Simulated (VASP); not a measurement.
# SnO2 (R-3m) in VASP: further runs, part 2 of 2

VASP 6.6.1.

## (3) Single point, PBEsol

INCAR

```
PREC = Accurate
ENCUT = 520
EDIFF = 1E-6
ISMEAR = 0
SIGMA = 0.05
LREAL = F
LASPH = T
NELM = 80
ALGO = Normal
ISIF = 2
LWAVE = F
LCHARG = T
GGA = PS
LELF = T
LVHAR = T
NBANDS = 20
```

KPOINTS

```
regular mesh
0
Gamma
  12 12 12
```

POSCAR

```
SnO2
1.0
    1.5763225363      0.9100902406      4.3304882037
   -1.5763225363      0.9100902406      4.3304882037
    0.0000000000     -1.8201804813      4.3304882037
Sn O
1 2
Direct
    0.5000000000      0.5000000000      0.5000000000
    0.2287404228      0.2287404228      0.2287404228
    0.7712595772      0.7712595772      0.7712595772
```

Potentials or basis: VASP PAW PBE potentials, release 64 (Sn_d, O).

Command:

```sh
> cat potpaw_PBE.64/Sn_d/POTCAR potpaw_PBE.64/O/POTCAR > POTCAR
> mpirun -np 1 vasp_std > vasp.out
```

OUTCAR:

```text
PREC = Accurate
   ENCUT = 520
   EDIFF = 1E-6
   ISMEAR = 0
   LREAL = F
   LASPH = T
   NELM = 80
   ISIF = 2
   GGA = PS

 ion  position               nearest neighbor table
   1  0.500  0.500  0.500-   2 1.99   3 1.99   2 1.99   2 1.99   3 1.99   3 1.99
   2  0.229  0.229  0.229-   1 1.99   1 1.99   1 1.99
   3  0.771  0.771  0.771-   1 1.99   1 1.99   1 1.99

  LATTYP: Found a trigonal (rhomboedric) cell.
 ALAT       =     4.6974658133
 COS(alpha) =     0.7747872837

  Lattice vectors:

 A1 = (   1.5763225363,   0.9100902406,   4.3304882037)
 A2 = (  -1.5763225363,   0.9100902406,   4.3304882037)
 A3 = (   0.0000000000,  -1.8201804813,   4.3304882037)

Analysis of symmetry for initial positions (statically):
=====================================================================
 Subroutine PRICEL returns:
 Original cell was already a primitive cell.

 Routine SETGRP: Setting up the symmetry group for a
 trigonal (rhombohedral) supercell.

 Subroutine GETGRP returns: Found 12 space group operations
 (whereof 12 operations were pure point group operations)
 out of a pool of 12 trial point group operations.

The static configuration has the point symmetry D_3d.

Analysis of symmetry for dynamics (positions and initial velocities):
=====================================================================
 Subroutine PRICEL returns:
 Original cell was already a primitive cell.

 Routine SETGRP: Setting up the symmetry group for a
 trigonal (rhombohedral) supercell.

 Subroutine GETGRP returns: Found 12 space group operations
 (whereof 12 operations were pure point group operations)
 out of a pool of 12 trial point group operations.

The dynamic configuration has the point symmetry D_3d.

 Subroutine INISYM returns: Found 12 space group operations
 (whereof 12 operations are pure point group operations),
 and found     1 'primitive' translations

----------------------------------------------------------------------------------------

                                     Primitive cell

  volume of cell :      37.2750

  direct lattice vectors                    reciprocal lattice vectors
     1.576322536  0.910090241  4.330488204     0.317193968  0.183132023  0.076973615
    -1.576322536  0.910090241  4.330488204    -0.317193968  0.183132023  0.076973615
     0.000000000 -1.820180481  4.330488204     0.000000000 -0.366264046  0.076973615

  length of vectors
     4.697465813  4.697465813  4.697465813     0.374264998  0.374264998  0.374264998

  position of ions in fractional coordinates (direct lattice)
     0.500000000  0.500000000  0.500000000
     0.228740423  0.228740423  0.228740423
     0.771259577  0.771259577  0.771259577

  ion indices of the primitive-cell ions
   primitive index   ion index
                 1           1
                 2           2
                 3           3

----------------------------------------------------------------------------------------

 KPOINTS: regular mesh

Automatic generation of k-mesh.
 Grid dimensions read from file:
 generate k-points for:   12   12   12

 Generating k-lattice:

  Cartesian coordinates                     Fractional coordinates (reciprocal lattice)
     0.026432831  0.015261002  0.006414468     0.083333333  0.000000000  0.000000000
    -0.026432831  0.015261002  0.006414468     0.000000000  0.083333333  0.000000000
     0.000000000 -0.030522004  0.006414468    -0.000000000 -0.000000000  0.083333333

  Length of vectors
     0.031188750  0.031188750  0.031188750

  Shift w.r.t. Gamma in fractional coordinates (k-lattice)
     0.000000000  0.000000000  0.000000000

 Subroutine IBZKPT returns following result:
 ===========================================

 Found    189 irreducible k-points:

 Following reciprocal coordinates:
            Coordinates               Weight
  0.000000  0.000000  0.000000      1.000000
  0.083333 -0.000000  0.000000      6.000000
  0.166667  0.000000  0.000000      6.000000
  0.250000  0.000000  0.000000      6.000000
  0.333333  0.000000  0.000000      6.000000
  0.416667 -0.000000 -0.000000      6.000000
[... 16 lines left out ...]
  0.500000  0.166667 -0.000000     12.000000
 -0.416667  0.166667  0.000000     12.000000
 [... further k-points ...]
   k-points           NKPTS =    189   k-points in BZ     NKDIM =    189   number of bands    NBANDS=     20
   number of dos      NEDOS =    301   number of ions     NIONS =      3
   total plane-waves  NPLWV =  46656
   dimension x,y,z NGX =    36 NGY =   36 NGZ =   36
   dimension x,y,z NGXF=    72 NGYF=   72 NGZF=   72
   ions per type =               1   2
   NGX,Y,Z   is equivalent  to a cutoff of  12.74, 12.74, 12.74 a.u.
   NGXF,Y,Z  is equivalent  to a cutoff of  25.48, 25.48, 25.48 a.u.
 SYSTEM =  unknown system
   PREC   = accura    normal or accurate (medium, high low for compatibility)
   ISTART =      0    job   : 0-new  1-cont  2-samecut
   ICHARG =      2    charge: 1-file 2-atom 10-const
   ISPIN  =      1    spin polarized calculation?
   LNONCOLLINEAR =      F non collinear calculations
   LSORBIT =      F    spin-orbit coupling
   LASPH  =      T    aspherical Exc in radial PAW
   ENCUT  =  520.0 eV  38.22 Ry    6.18 a.u.   8.73  8.73  8.73*2*pi/ulx,y,z
   NELM   =     80;   NELMIN=  2; NELMDL= -5     # of ELM steps
   EDIFF  = 0.1E-05   stopping-criterion for ELM
   LREAL  =      F    real-space projection
   EDIFFG = 0.1E-04   stopping-criterion for IOM
   NSW    =      0    number of steps for IOM
   IBRION =     -1    ionic relax: 0-MD 1-quasi-New 2-CG
   NFREE  =      0    steps in history (QN), initial steepest desc. (CG)
   ISIF   =      2    stress and relaxation
   ISYM   =      2    0-nonsym 1-usesym 2-fastsym
   POTIM  = 0.5000    time-step for ionic-motion
   TEBEG  =    0.0;   TEEND  =   0.0 temperature during run
   PSTRESS=    0.0 pullay stress
   NELECT =      26.0000    total number of electrons
   NUPDOWN=      -1.0000    fix difference up-down
   EMIN   =  10.00;   EMAX   =-10.00  energy-range for DOS
   EFERMI =   0.00;   METHOD = LEGACY
   ISMEAR =     0;   SIGMA  =   0.05  broadening in eV -4-tet -1-fermi 0-gaus
   EFERMI_NEDOS =   21; number of points for ismear=-14 and -15
   IALGO  =     38    algorithm
   IMIX   =      4    mixing-type and parameters
     AMIX     =   0.40;   BMIX     =  1.00
     AMIX_MAG =   1.60;   BMIX_MAG =  1.00
  volume/ion in A,a.u.               =      12.43        83.85
  Fermi-wavevector in a.u.,A,eV,Ry     =   1.451867  2.743630 28.679949  2.107917
  Thomas-Fermi vector in A             =   2.569314
   LORBIT       =      0    0 simple, 1 ext, 2 COOP (PROOUT), +10 PAW based schemes
   GGA     = PS    functional components
   LHFCALC =     F    Hartree Fock is set to
   AEXX    =    0.0000 exact exchange contribution
   IVDW    =     0    specifies the selected vdW correction
   LEPSILON=     F    determine dielectric tensor
   LRPA    =     F    only Hartree local field effects (RPA)
 non-spin polarized calculation
 Gauss-broadening in eV      SIGMA  =   0.05
  energy-cutoff  :      520.00
  volume of cell :       37.28
 maximum number of plane-waves:      1025
   NGX = 17   NGY = 17   NGZ = 17

 number of electron      26.0000003 magnetization

 Free energy of the ion-electron system (eV)
  ---------------------------------------------------
  ext. energy  EPLUGINS =         0.00000000
  ---------------------------------------------------
  free energy    TOTEN  =       -18.53564187 eV

  energy without entropy =      -18.53564187  energy(sigma->0) =      -18.53564187

 E-fermi :   5.3183     XC(G=0): -10.9778

 val. band max:        5.0219264693   @ k =  -0.2500   0.2500   0.0000
 cond. band min:       7.7291095314   @ k =   0.0000   0.0000   0.0000
 fundamental gap:      2.7071830621
 Fermi energy:         5.3183273486

 k-point     1 :       0.0000    0.0000    0.0000
  band No.  band energies     occupation
      1     -15.6993      2.00000
      2     -14.5659      2.00000
      3     -14.5659      2.00000
      4     -14.1589      2.00000
      5     -14.1589      2.00000
      6     -13.2807      2.00000
[... 12 lines left out ...]
     19      23.0638      0.00000
[... 513 lines left out ...]
      4     -14.1552      2.00000
      5     -14.1126      2.00000
      6     -11.8774      2.00000
[... 12 lines left out ...]
     19      20.0439      0.00000
     20      20.6074      0.00000

 [... further k-points ...]

------------------------ aborting loop because EDIFF is reached ----------------------------------------

  FORCE on cell =-STRESS in cart. coord.  units (eV):
  Direction    XX          YY          ZZ          XY          YZ          ZX
  --------------------------------------------------------------------------------------
  -------------------------------------------------------------------------------------
  Total        8.8193535      8.8193535      5.5422248      0.0000000     -0.0000000      0.0000000
  in kB      379.0789589    379.0789588    238.2193668      0.0000000     -0.0000000      0.0000000
  external PRESSURE =     332.1257615 kB  Pullay stress =       0.0000000 kB

 VOLUME and BASIS-vectors are now :
 -----------------------------------------------------------------------------
  energy-cutoff  :      520.00
  volume of cell :       37.28
      direct lattice vectors                 reciprocal lattice vectors
     1.576322536  0.910090241  4.330488204     0.317193968  0.183132023  0.076973615
    -1.576322536  0.910090241  4.330488204    -0.317193968  0.183132023  0.076973615
     0.000000000 -1.820180481  4.330488204     0.000000000 -0.366264046  0.076973615

 POSITION                                       TOTAL-FORCE (eV/Angst)
 -----------------------------------------------------------------------------------
      0.00000     -0.00000      6.49573         0.000000     -0.000000      0.000000
      0.00000     -0.00000      2.97167        -0.000000     -0.000000      3.639363
      0.00000     -0.00000     10.01979        -0.000000      0.000000     -3.639363
 -----------------------------------------------------------------------------------
    total drift:                                0.000000     -0.000000      0.000000

  FREE ENERGIE OF THE ION-ELECTRON SYSTEM (eV)
  ---------------------------------------------------
  free  energy   TOTEN  =       -18.5356418703 eV

  energy  without entropy=      -18.5356418703  energy(sigma->0) =      -18.53564187
```

It took 96 s on 1 thread of Intel Xeon 6975P-C (Granite Rapids), shared host; peak memory 0.29 GiB.

What came out:

- Free energy: -18.5356 eV
- Pressure: 33.2 GPa
- Largest force: 3.639 eV/Å
- Band gap on the k mesh: 2.71 eV, indirect (least direct gap 3.43 eV)

Forces in eV/Å, atoms in the order of the input:
```
Sn   0.000  0.000  0.000
O    0.000  0.000  3.639
O    0.000  0.000 -3.639
```

Caveat: the PAW data sets were made with another functional, which shifts forces and pressure a little; spin-orbit coupling is left out, which moves the levels of the heavy elements.
